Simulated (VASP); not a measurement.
Set up this calculation in VASP 6.6.1, as the native input.

```yaml
Task: single point
Functional: r2SCAN
Potentials_or_basis: VASP PAW PBE potentials, release 64 (Pt, S)
Cutoff: 550 eV
k_mesh: 6 × 6 × 2
Occupations: gaussian, width 0.05 eV
Spin: collinear spin, zero start
Starting_moments: "[0.0, 0.0, 0.0, 0.0, 0.0, 0.0] μB"
Hubbard_terms: Pt d U = 2.5 eV
Dipole_correction: no
Further_INCAR_settings: ALGO = Normal; EDIFF = 1e-06; NBANDS = 35
```

PtS2:

```
Pt S
1.0
     3.54320    0.00000    0.00000
    -1.77160    3.06850    0.00000
     0.00000    0.00000   10.07760
Pt S
2 4
Cartesian
  0.0000 0.0000 0.0000
  0.0000 0.0000 5.0388
  0.0000 2.0457 1.2597
  1.7716 1.0228 3.7791
  0.0000 2.0457 6.2985
  1.7716 1.0228 8.8179
```

The input as run:

POSCAR

```
PtS2
1.0
    3.5431995400      0.0000000000      0.0000000000
   -1.7715997700      3.0685008100      0.0000000000
    0.0000000000      0.0000000000     10.0776001800
Pt S
2 4
Direct
    0.0000000000      0.0000000000      0.0000000000
    0.0000000000      0.0000000000      0.5000000000
    0.3333333333      0.6666666667      0.1250000000
    0.6666666667      0.3333333333      0.3750000000
    0.3333333333      0.6666666667      0.6250000000
    0.6666666667      0.3333333333      0.8750000000
```

INCAR.step1

```
PREC = Accurate
ENCUT = 550
ISMEAR = 0
SIGMA = 0.05
LREAL = F
LASPH = T
NELM = 200
ISPIN = 2
MAGMOM = 0 0 0 0 0 0
LMAXMIX = 4
LDAU = T
LDAUTYPE = 2
LDAUL = 2 -1
LDAUU = 2.5 0
LDAUJ = 0 0
NBANDS = 35
GGA = PE
ALGO = Normal
EDIFF = 1E-5
LWAVE = T
LCHARG = F
GGA_COMPAT = F
```

INCAR.step2

```
PREC = Accurate
ENCUT = 550
EDIFF = 1E-6
ISMEAR = 0
SIGMA = 0.05
LREAL = F
LASPH = T
NELM = 200
ALGO = Normal
ISIF = 2
LWAVE = F
LCHARG = F
ISPIN = 2
MAGMOM = 0 0 0 0 0 0
LORBIT = 11
LMAXMIX = 4
LDAU = T
LDAUTYPE = 2
LDAUL = 2 -1
LDAUU = 2.5 0
LDAUJ = 0 0
LDAUPRINT = 1
METAGGA = R2SCAN
LMIXTAU = T
NBANDS = 35
ISTART = 1
GGA_COMPAT = F
```

KPOINTS

```
Automatic mesh
0
Gamma
  6 6 2
```

Potentials or basis: VASP PAW PBE potentials, release 64 (Pt, S).

The run is started by

```sh
$ cat potpaw_PBE.64/Pt/POTCAR potpaw_PBE.64/S/POTCAR > POTCAR
$ cp INCAR.step1 INCAR
$ mpirun -np 1 vasp_std > vasp.out
$ cp INCAR.step2 INCAR
$ mpirun -np 1 vasp_std > vasp.out
```

Results of the run:

* Pressure: -1.3 GPa
* Largest force: 0.571 eV/Å
* Band gap on the k mesh: 0.61 eV
* Net moment: 0.00 μB per cell
* Valence electrons inside the program's atomic spheres: Pt 9.51; S 3.64

Caveat: the PAW data sets were made with another functional, which shifts forces and pressure a little; spin-orbit coupling is left out, which moves the levels of the heavy elements.

It took 13 min on 1 thread of Oxide Virtual Turin-like Processor, with other jobs on the host, peak memory 0.32 GiB.
